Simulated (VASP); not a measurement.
# TaN (Pm) in VASP: single point with PBEsol

Aim: the single point of TaN with PBEsol.

Everything below comes from runs of VASP 6.6.1. Logs are shortened: lines on timing, memory, paths and dates and some standing lists are left out, and cuts for length are marked.

### 1 The cell of the first run

The structure is monoclinic, space group Pm (No. 6). The conventional cell has a = 2.862 Å, b = 2.883 Å, c = 2.939 Å, α = 90.00°, β = 117.40°, γ = 90.00°. Within 3.1 Å of Ta (site symmetry m) lie 6 N at 2.19 to 2.26 Å and 8 Ta at 2.86 to 3.01 Å. N (site symmetry m) has 6 Ta at 2.19 to 2.26 Å and 8 N at 2.86 to 3.01 Å within 3.1 Å.

### 2 Single point, PBEsol (strain -0.0600 x Voigt [0, 0, 0, 0, 0, 1])

INCAR reads:

```
SYSTEM = TaN
PREC = Accurate ; ENCUT = 520
EDIFF = 1E-6 ; ISMEAR = 0
SIGMA = 0.15 ; LREAL = .FALSE.
LASPH = .TRUE. ; NELM = 60
ALGO = Normal ; ISIF = 2
LWAVE = .FALSE. ; LCHARG = .FALSE.
GGA = PS ; NBANDS = 15
```

KPOINTS reads:

```
regular mesh
0
G
  18 18 16
  0 0 0
```

POSCAR reads:

```
TaN
1.0
    2.9379988584     -0.0881399658      0.0000000000
   -1.5453308786      2.5884516306      0.0000000000
    0.0000000000      0.0000000000      2.8830000000
Ta N
1 1
Direct
    0.3333333333      0.6666666667      0.5000000000
    0.0000000000      0.0000000000      0.0000000000
```

Potentials or basis: VASP PAW PBE potentials, release 64 (Ta_pv, N).

Launch:

```
> cat potpaw_PBE.64/Ta_pv/POTCAR potpaw_PBE.64/N/POTCAR > POTCAR
> mpirun -np 1 vasp_std > vasp.out
```

OUTCAR:

```text
SYSTEM = TaN
   PREC = Accurate
   ENCUT = 520
   EDIFF = 1E-6
   ISMEAR = 0
   LREAL = .FALSE.
   LASPH = .TRUE.
   NELM = 60
   ISIF = 2
   GGA = PS

 ion  position               nearest neighbor table
   1  0.333  0.667  0.500-   2 2.19   2 2.19   2 2.23   2 2.23   2 2.26   2 2.26
   2  0.000  0.000  0.000-   1 2.19   1 2.19   1 2.23   1 2.23   1 2.26   1 2.26

  LATTYP: Found a simple monoclinic cell.
 ALAT       =     2.8620067301
 B/A-ratio  =     1.0073351574
 C/A-ratio  =     1.0270138884
 COS(beta)  =    -0.4601897227

  Lattice vectors:

 A1 = (   1.3926679798,   2.5003116648,   0.0000000000)
 A2 = (   0.0000000000,   0.0000000000,  -2.8830000000)
 A3 = (  -2.9379988584,   0.0881399658,   0.0000000000)

Analysis of symmetry for initial positions (statically):
=====================================================================
 Subroutine PRICEL returns:
 Original cell was already a primitive cell.

 Routine SETGRP: Setting up the symmetry group for a
 simple monoclinic supercell.

 Subroutine GETGRP returns: Found  2 space group operations
 (whereof  2 operations were pure point group operations)
 out of a pool of  4 trial point group operations.

The static configuration has the point symmetry C_1h.

Analysis of symmetry for dynamics (positions and initial velocities):
=====================================================================
 Subroutine PRICEL returns:
 Original cell was already a primitive cell.

 Routine SETGRP: Setting up the symmetry group for a
 simple monoclinic supercell.

 Subroutine GETGRP returns: Found  2 space group operations
 (whereof  2 operations were pure point group operations)
 out of a pool of  4 trial point group operations.

The dynamic configuration has the point symmetry C_1h.

 Subroutine INISYM returns: Found  2 space group operations
 (whereof  2 operations are pure point group operations),
 and found     1 'primitive' translations

----------------------------------------------------------------------------------------

                                     Primitive cell

  volume of cell :      21.5322

  direct lattice vectors                    reciprocal lattice vectors
     2.937998858 -0.088139966  0.000000000     0.346574989  0.206908650  0.000000000
    -1.545330879  2.588451631  0.000000000     0.011801305  0.393376839  0.000000000
     0.000000000  0.000000000  2.883000000     0.000000000  0.000000000  0.346860909

  length of vectors
     2.939320661  3.014652446  2.883000000     0.403640201  0.393553819  0.346860909

  position of ions in fractional coordinates (direct lattice)
     0.333333333  0.666666667  0.500000000
     0.000000000  0.000000000  0.000000000

  ion indices of the primitive-cell ions
   primitive index   ion index
                 1           1
                 2           2

----------------------------------------------------------------------------------------

 KPOINTS: regular mesh

Automatic generation of k-mesh.
 Grid dimensions read from file:
 generate k-points for:   18   18   16

 Generating k-lattice:

  Cartesian coordinates                     Fractional coordinates (reciprocal lattice)
     0.019254166  0.011494925  0.000000000     0.055555556  0.000000000  0.000000000
     0.000655628  0.021854269  0.000000000     0.000000000  0.055555556  0.000000000
     0.000000000  0.000000000  0.021678807     0.000000000  0.000000000  0.062500000

  Length of vectors
     0.022424456  0.021864101  0.021678807

  Shift w.r.t. Gamma in fractional coordinates (k-lattice)
     0.000000000  0.000000000  0.000000000

 Subroutine IBZKPT returns following result:
 ===========================================

 Found   1476 irreducible k-points:

 Following reciprocal coordinates:
            Coordinates               Weight
  0.000000  0.000000  0.000000      1.000000
  0.055556 -0.000000  0.000000      2.000000
  0.111111 -0.000000  0.000000      2.000000
  0.166667  0.000000  0.000000      2.000000
  0.222222 -0.000000  0.000000      2.000000
  0.277778  0.000000  0.000000      2.000000
[... 16 lines left out ...]
 -0.333333  0.055556  0.000000      2.000000
 -0.277778  0.055556  0.000000      2.000000
 [... further k-points ...]
   k-points           NKPTS =   1476   k-points in BZ     NKDIM =   1476   number of bands    NBANDS=     15
   number of dos      NEDOS =    301   number of ions     NIONS =      2
   total plane-waves  NPLWV =  13824
   dimension x,y,z NGX =    24 NGY =   24 NGZ =   24
   dimension x,y,z NGXF=    48 NGYF=   48 NGZF=   48
   ions per type =               1   1
   NGX,Y,Z   is equivalent  to a cutoff of  13.57, 13.24, 13.84 a.u.
   NGXF,Y,Z  is equivalent  to a cutoff of  27.15, 26.47, 27.68 a.u.
 SYSTEM =  TaN
   PREC   = accura    normal or accurate (medium, high low for compatibility)
   ISTART =      0    job   : 0-new  1-cont  2-samecut
   ICHARG =      2    charge: 1-file 2-atom 10-const
   ISPIN  =      1    spin polarized calculation?
   LNONCOLLINEAR =      F non collinear calculations
   LSORBIT =      F    spin-orbit coupling
   LASPH  =      T    aspherical Exc in radial PAW
   ENCUT  =  520.0 eV  38.22 Ry    6.18 a.u.   5.47  5.61  5.36*2*pi/ulx,y,z
   NELM   =     60;   NELMIN=  2; NELMDL= -5     # of ELM steps
   EDIFF  = 0.1E-05   stopping-criterion for ELM
   LREAL  =      F    real-space projection
   EDIFFG = 0.1E-04   stopping-criterion for IOM
   NSW    =      0    number of steps for IOM
   IBRION =     -1    ionic relax: 0-MD 1-quasi-New 2-CG
   NFREE  =      0    steps in history (QN), initial steepest desc. (CG)
   ISIF   =      2    stress and relaxation
   ISYM   =      2    0-nonsym 1-usesym 2-fastsym
   POTIM  = 0.5000    time-step for ionic-motion
   TEBEG  =    0.0;   TEEND  =   0.0 temperature during run
   PSTRESS=    0.0 pullay stress
   NELECT =      16.0000    total number of electrons
   NUPDOWN=      -1.0000    fix difference up-down
   EMIN   =  10.00;   EMAX   =-10.00  energy-range for DOS
   EFERMI =   0.00;   METHOD = LEGACY
   ISMEAR =     0;   SIGMA  =   0.15  broadening in eV -4-tet -1-fermi 0-gaus
   EFERMI_NEDOS =   21; number of points for ismear=-14 and -15
   IALGO  =     38    algorithm
   IMIX   =      4    mixing-type and parameters
     AMIX     =   0.40;   BMIX     =  1.00
     AMIX_MAG =   1.60;   BMIX_MAG =  1.00
  volume/ion in A,a.u.               =      10.77        72.65
  Fermi-wavevector in a.u.,A,eV,Ry     =   1.482811  2.802106 29.915498  2.198727
  Thomas-Fermi vector in A             =   2.596550
   LORBIT       =      0    0 simple, 1 ext, 2 COOP (PROOUT), +10 PAW based schemes
   GGA     = PS    functional components
   LHFCALC =     F    Hartree Fock is set to
   AEXX    =    0.0000 exact exchange contribution
   IVDW    =     0    specifies the selected vdW correction
   LEPSILON=     F    determine dielectric tensor
   LRPA    =     F    only Hartree local field effects (RPA)
 non-spin polarized calculation
 Gauss-broadening in eV      SIGMA  =   0.15
  energy-cutoff  :      520.00
  volume of cell :       21.53
 maximum number of plane-waves:       594
 NGX is ok and might be reduce to    24
   NGX = 11   NGY = 11   NGZ = 11

 number of electron      15.9999999 magnetization

 Free energy of the ion-electron system (eV)
  ---------------------------------------------------
  ext. energy  EPLUGINS =         0.00000000
  ---------------------------------------------------
  free energy    TOTEN  =       -23.74777140 eV

  energy without entropy =      -23.74698203  energy(sigma->0) =      -23.74737671

 E-fermi :   8.0529     XC(G=0): -13.5084

 val. band max:        8.0526232993   @ k =   0.1111  -0.0000   0.4375
 cond. band min:       8.0535101773   @ k =   0.0556   0.0556   0.4375
 fundamental gap:      0.0008868780
 Fermi energy:         8.0529254601

 k-point     1 :       0.0000    0.0000    0.0000
  band No.  band energies     occupation
      1     -26.6759      2.00000
      2     -26.4676      2.00000
      3     -26.3341      2.00000
      4      -9.6373      2.00000
      5       3.1452      2.00000
      6       3.7408      2.00000
      7       4.0813      2.00000
      8       5.1716      2.00000
      9      10.3030      0.00000
     10      11.3289      0.00000
     11      11.9676      0.00000
     12      12.1081      0.00000
     13      12.2406      0.00000
     14      21.1531      0.00000
     15      21.5547      0.00000

 k-point     2 :       0.0556   -0.0000    0.0000
  band No.  band energies     occupation
      1     -26.6710      2.00000
      2     -26.4782      2.00000
      3     -26.3700      2.00000
      4      -9.5678      2.00000
      5       3.1696      2.00000
      6       3.6205      2.00000
      7       4.1022      2.00000
      8       5.0759      2.00000
      9      10.5675      0.00000
     10      11.3344      0.00000
     11      11.9297      0.00000
     12      11.9509      0.00000
     13      12.3276      0.00000
     14      21.1607      0.00000
     15      21.5526      0.00000

 k-point     3 :       0.1111   -0.0000    0.0000
  band No.  band energies     occupation
      1     -26.6568      2.00000
      2     -26.5196      2.00000
      3     -26.4613      2.00000
      4      -9.3672      2.00000
      5       2.9590      2.00000
      6       3.4767      2.00000
      7       4.3162      2.00000
      8       4.8160      2.00000
      9      11.1264      0.00000
     10      11.4031      0.00000
     11      11.6153      0.00000
     12      11.8173      0.00000
     13      12.5560      0.00000
     14      21.1692      0.00000
     15      21.5447      0.00000

 k-point     4 :       0.1667    0.0000    0.0000
  band No.  band energies     occupation
      1     -26.6531      2.00000
      2     -26.6350      2.00000
      3     -26.5270      2.00000
      4      -9.0580      2.00000
      5       2.3268      2.00000
      6       3.6616      2.00000
      7       4.4545      2.00000
      8       4.6722      2.00000
      9      10.8443      0.00000
     10      11.5366      0.00000
     11      11.6482      0.00000
     12      12.1937      0.00000
     13      12.8376      0.00000
     14      21.1920      0.00000
     15      21.5380      0.00000
[... 307 lines left out ...]
 k-point    22 :      -0.3889    0.0556    0.0000
  band No.  band energies     occupation
      1     -27.2765      2.00000
      2     -26.7113      2.00000
      3     -26.5410      2.00000
      4      -7.6555      2.00000
      5       0.3581      2.00000
      6       3.2130      2.00000
      7       4.2311      2.00000
      8       5.3924      2.00000
      9      10.7369      0.00000
     10      10.7949      0.00000
     11      12.7220      0.00000
     12      13.5171      0.00000
     13      14.7706      0.00000
     14      21.4189      0.00000
     15      21.8297      0.00000

 k-point    23 :      -0.3333    0.0556    0.0000
  band No.  band energies     occupation
      1     -27.1184      2.00000
      2     -26.6639      2.00000
      3     -26.5659      2.00000
      4      -8.0318      2.00000
      5       0.7741      2.00000
      6       3.4958      2.00000
      7       4.1761      2.00000
      8       5.4092      2.00000
      9      10.2455      0.00000
     10      10.9916      0.00000
     11      12.3496      0.00000
     12      13.4715      0.00000
     13      14.1910      0.00000
     14      21.4377      0.00000
     15      21.8445      0.00000

 k-point    24 :      -0.2778    0.0556    0.0000
  band No.  band energies     occupation
      1     -26.9395      2.00000
      2     -26.6053      2.00000
      3     -26.5940      2.00000
      4      -8.4449      2.00000
      5       1.2989      2.00000
      6       3.8416      2.00000
      7       4.0439      2.00000
      8       5.2264      2.00000
      9      10.1686      0.00000
     10      11.2326      0.00000
     11      11.9930      0.00000
     12      13.3282      0.00000
     13      13.5292      0.00000
     14      21.3734      0.00000
     15      21.6091      0.00000

 [... further k-points ...]
[... 5 lines left out ...]
  --------------------------------------------------------------------------------------
  -------------------------------------------------------------------------------------
  Total       -0.4511738     -0.2974656     -0.5069050      1.8921911      0.0000000      0.0000000
  in kB      -33.5712065    -22.1339980    -37.7180914    140.7952838      0.0000000      0.0000000
  external PRESSURE =     -31.1410986 kB  Pullay stress =       0.0000000 kB

 VOLUME and BASIS-vectors are now :
 -----------------------------------------------------------------------------
  energy-cutoff  :      520.00
  volume of cell :       21.53
      direct lattice vectors                 reciprocal lattice vectors
     2.937998858 -0.088139966  0.000000000     0.346574989  0.206908650  0.000000000
    -1.545330879  2.588451631  0.000000000     0.011801305  0.393376839  0.000000000
     0.000000000  0.000000000  2.883000000     0.000000000  0.000000000  0.346860909

 POSITION                                       TOTAL-FORCE (eV/Angst)
 -----------------------------------------------------------------------------------
     -0.05089      1.69625      1.44150        -0.112495     -0.030034      0.000000
      0.00000      0.00000      0.00000         0.112495      0.030034      0.000000
 -----------------------------------------------------------------------------------
    total drift:                               -0.000068      0.000045      0.000000

  FREE ENERGIE OF THE ION-ELECTRON SYSTEM (eV)
  ---------------------------------------------------
  free  energy   TOTEN  =       -23.7477714002 eV

  energy  without entropy=      -23.7469820259  energy(sigma->0) =      -23.74737671
```

It took 3.2 min on 1 thread of AMD EPYC 9R45 (Zen 5), shared host; peak memory 0.52 GiB.

What came out:

* Free energy: -23.7478 eV
* Pressure: -3.1 GPa
* Largest force: 0.116 eV/Å
* Band gap on the k mesh: zero (bands 8 and 9 overlap by 0.15 eV)

Forces on the atoms (eV/Å):
```
Ta  -0.112 -0.030  0.000
N    0.112  0.030  0.000
```

Levels at points of the mesh, in eV from the Fermi level:
```
           k point  band 4  band 5  band 6  band 7  band 8  band 9  band 10  band 11  band 12  band 13
(0.00, 0.00, 0.00)  -17.69   -4.91   -4.31   -3.97   -2.88    2.25     3.28     3.91     4.06     4.19
(0.50, 0.00, 0.00)  -15.25   -8.19   -5.16   -3.38   -3.34    2.75     3.94     5.16     5.51     7.59
(0.00, 0.50, 0.00)  -15.35   -8.27   -5.16   -3.45   -3.10    3.05     3.91     5.24     5.44     7.54
(0.50, 0.50, 0.00)  -15.46   -8.35   -5.15   -3.54   -2.86    3.35     4.12     5.32     5.37     7.42
(0.00, 0.00, 0.50)  -15.00   -9.33   -3.81   -3.56   -0.65    0.58     2.48     3.01     3.67     8.30
(0.50, 0.00, 0.50)  -15.62   -7.33   -6.19   -5.99    0.03    4.08     5.52     6.32     7.17    10.75
(0.00, 0.50, 0.50)  -15.67   -7.28   -6.18   -5.62   -0.29    4.18     5.11     6.31     7.06    10.28
(0.50, 0.50, 0.50)  -15.72   -7.26   -6.12   -5.25   -0.63    4.30     5.19     6.04     7.08     9.69
```

Caveat: the cell differs from its parent crystal (strain -0.0600 x Voigt [0, 0, 0, 0, 0, 1]); the cell stands under tension; the PAW data sets were made with another functional, which shifts forces and pressure a little; spin-orbit coupling is left out, which moves the levels of the heavy elements.
